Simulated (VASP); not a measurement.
Input of a VASP 6.6.1 run:

Contents of INCAR:

```
PREC = Accurate
ENCUT = 520
EDIFF = 1E-6
ISMEAR = 0
SIGMA = 0.1
LREAL = F
LASPH = T
NELM = 60
ALGO = Normal
ISIF = 2
LWAVE = F
LCHARG = F
GGA = PE
NBANDS = 22
```

Contents of KPOINTS:

```
Automatic mesh
0
Gamma
  8 8 8
```

Contents of POSCAR:

```
HfO3
1.0
   -1.7142357600      1.7142357600      3.4670054400
    1.7142357600     -1.7142357600      3.4670054400
    1.7142357600      1.7142357600     -3.4670054400
Hf O
1 3
Direct
    0.0000000000      0.0000000000      0.0000000000
    0.7500000000      0.2500000000      0.5000000000
    0.2500000000      0.7500000000      0.5000000000
    0.5000000000      0.5000000000      0.0000000000
```

Potentials or basis: VASP PAW PBE potentials, release 64 (Hf_pv, O).

Run with:

```console
$ cat potpaw_PBE.64/Hf_pv/POTCAR potpaw_PBE.64/O/POTCAR > POTCAR
$ mpirun -np 1 vasp_std > vasp.out
```

**Question.** Estimate the band gap on the k mesh.

**Answer.** Zero (bands 14 and 15 overlap by 0.78 eV).

**Question.** Estimate the pressure.

**Answer.** -22.8 GPa.

Stress tensor (GPa, compression positive):
```
-24.54   0.00   0.00
  0.00 -24.54   0.00
  0.00   0.00 -19.22
```

Caveat: the stress differs along the axes, from -25 to -19 GPa; spin-orbit coupling is left out, which moves the levels of the heavy elements.
